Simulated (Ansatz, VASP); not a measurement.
**Mg: VASP beside Ansatz**

INCAR

```
PREC = Accurate
ENCUT = 520
EDIFF = 1E-6
ISMEAR = -1
SIGMA = 0.1
LREAL = F
LASPH = T
NELM = 100
ALGO = Normal
ISIF = 2
LWAVE = F
LCHARG = F
GGA = RE
NBANDS = 7
```

File KPOINTS:

```
regular mesh
0
Gamma
  14 14 14
```

Contents of POSCAR:

```
Mg
1.0
   -1.8294141926      1.8294141926      1.8294141926
    1.8294141926     -1.8294141926      1.8294141926
    1.8294141926      1.8294141926     -1.8294141926
Mg
1
Direct
    0.0000000000      0.0000000000      0.0000000000
```

Input for Ansatz:

```yaml
crystal:
  lattice:
    - [-1.8294141926, 1.8294141926, 1.8294141926]
    - [1.8294141926, -1.8294141926, 1.8294141926]
    - [1.8294141926, 1.8294141926, -1.8294141926]
  atoms:
    - { symbol: Mg, position: [0.0, 0.0, 0.0] }
hamiltonian:
  xc: revpbe
  pseudopotentials:
    kind: paw
    azcp:
      Mg: "pseudopotentials/Mg.paw.azcp"
basis:
  ecutwfc: 420
  fft_grid_basis: typed
kpoints:
  mp_grid: { grid: [14, 14, 14], shift: [0, 0, 0] }
magnetization:
  spin_polarized: false
scf:
  occupations: { method: fermi_dirac, width: 0.1 }
  lower_state_search: "off"
output:
  stress: true
```

Alike in both runs: task single point; functional revPBE; k mesh 14 × 14 × 14; occupations fermi-dirac, width 0.1 eV; no spin polarisation.

```csv
,VASP,Ansatz
version,VASP 6.6.1,Ansatz 0.2.0
potentials or method,"VASP PAW PBE potentials, release 64 (Mg), cutoff 520 eV","plane waves (420 eV) with PAW, scalar-relativistic"
valence electrons in the cell,2,10
```

VASP gave:

```
pressure (GPa) : -1.4
```

Which values does Ansatz return?

Pressure (GPa): -1.2.

VASP's potentials were made for PBE, not for revPBE. VASP's potentials hold 2 valence electrons a cell and Ansatz's 10, so a difference there can come from the potentials and not from the codes.
